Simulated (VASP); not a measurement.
WSe2: single point with PBEsol

Crystal: WSe2.

```
W Se
1.0
    -3.27115    0.00000    0.00000
    -1.63558   -2.83290    0.00000
    -2.45336   -1.41645   13.22067
W Se
2 4
Cartesian
  -1.6356 -0.9443 9.9155
  -3.2712 -1.8886 3.3052
  -1.6356 -0.9443 1.6312
  -3.2712 -1.8886 8.2416
  -1.6356 -0.9443 4.9791
  -3.2712 -1.8886 11.5894
```

```
Program                : VASP 6.6.1
Task                   : single point
Functional             : PBEsol
Potentials or basis    : VASP PAW PBE potentials, release 64 (W_sv, Se)
Cutoff                 : 520 eV
k mesh                 : 9 × 9 × 2
Occupations            : gaussian, width 0.05 eV
Spin                   : no spin polarisation
Dipole correction      : no
Further INCAR settings : ALGO = Normal; EDIFF = 1e-07; NBANDS = 35
```

| Item | Value |
| --- | --- |
| Pressure | 0.8 GPa |
| Largest force | 0.122 eV/Å |
| Band gap on the k mesh | 1.11 eV, indirect (least direct gap 1.63 eV) |

Forces in eV/Å, atoms in the order of the input:
```
W    0.021  0.012 -0.017
W   -0.021 -0.012  0.017
Se  -0.054 -0.031  0.105
Se   0.000  0.000 -0.071
Se   0.000  0.000  0.071
Se   0.054  0.031 -0.105
```

Stress tensor (GPa, compression positive):
```
 0.58  0.11 -0.42
 0.11  0.45 -0.24
-0.42 -0.24  1.50
```

Levels at points of the mesh, in eV from the valence-band top:
```csv
k point,band 22,band 23,band 24,band 25,band 26,band 27,band 28,band 29,band 30,band 31
"(0.00, 0.00, 0.00)",-1.44,-1.43,-1.19,-1.15,0.00,2.77,2.77,2.77,2.79,2.91
"(0.00, 0.00, 0.50)",-1.45,-1.43,-1.42,-0.28,-0.22,2.76,2.77,2.78,2.80,2.89
```

It took 3 min on 1 thread of Intel Xeon 6975P-C, with other jobs on the host, peak memory 0.36 GiB.

Caveat: the PAW data sets were made with another functional, which shifts forces and pressure a little; spin-orbit coupling is left out, which moves the levels of the heavy elements; this functional lacks dispersion, which binds the layers, so the pressure and a relaxed spacing across them are unreliable. PBEsol gaps usually lie below the measured ones, often by a third to a half.
